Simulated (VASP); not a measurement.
Input of a VASP 6.6.1 run:

File INCAR:

```
SYSTEM = Ca
PREC = Accurate ; ENCUT = 520
EDIFF = 1E-6 ; ISMEAR = 0
SIGMA = 0.15 ; LREAL = .False.
LASPH = .True. ; NELM = 80
ALGO = Fast ; ISIF = 2
LWAVE = .False. ; LCHARG = .True.
LELF = .True. ; LVHAR = .True.
NBANDS = 11
```

File KPOINTS:

```
Automatic mesh
0
Gamma
  14 14 14
  0 0 0
```

Contents of POSCAR:

```
Ca
1.0
    3.4014399315      0.0000000000      0.0000000000
    0.0000000000      3.4014399315      0.0000000000
    0.0000000000      0.0000000000      3.6630891570
Ca
1
Direct
    0.0000000000      0.0000000000      0.0000000000
```

Potentials or basis: VASP PAW LDA potentials, release 64 (Ca_sv).

Command:

```bash
$ cat potpaw_LDA.64/Ca_sv/POTCAR > POTCAR
$ mpirun -np 1 vasp_std > vasp.out
```

Question: Predict the band gap on the k mesh.

Answer: Zero (band 5 reaches 2.15 eV, above the bottom of band 6 at 1.04 eV).

Question: Estimate the pressure.

Answer: -1.1 GPa.

Stress tensor (GPa, compression positive):
```
 0.06  0.00  0.00
 0.00  0.06  0.00
 0.00  0.00 -3.30
```

Caveat: the cell differs from its parent crystal (strain -0.025 along x and y, +0.050 along z).
